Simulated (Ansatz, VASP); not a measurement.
K in VASP and in Ansatz

```
K
1.0
     4.31044    0.00000    0.00000
     0.00000    4.31044    0.00000
     0.00000    0.00000    4.31044
K
1
Direct
  0.00000 0.00000 0.00000
```

Alike in both runs: task single point; functional RPBE; k mesh 6 × 6 × 6; occupations gaussian, width 0.02 eV; no spin polarisation.

```csv
,VASP,Ansatz
version,VASP 6.6.1,Ansatz 0.2.0
potentials or method,"VASP PAW PBE potentials, release 64 (K_sv), cutoff 500 eV","all-electron LAPW, scalar-relativistic"
```

```csv
,VASP,Ansatz,Ansatz less VASP
gap on the k mesh at the Fermi level (eV),none,none,-
pressure (GPa),0.2,0.2,+0.01
```

VASP's potentials were made for PBE, not for RPBE. A gap of «none» marks a metal or a gap that the smearing closes. Ansatz ran all-electron here, and VASP with PAW potentials.
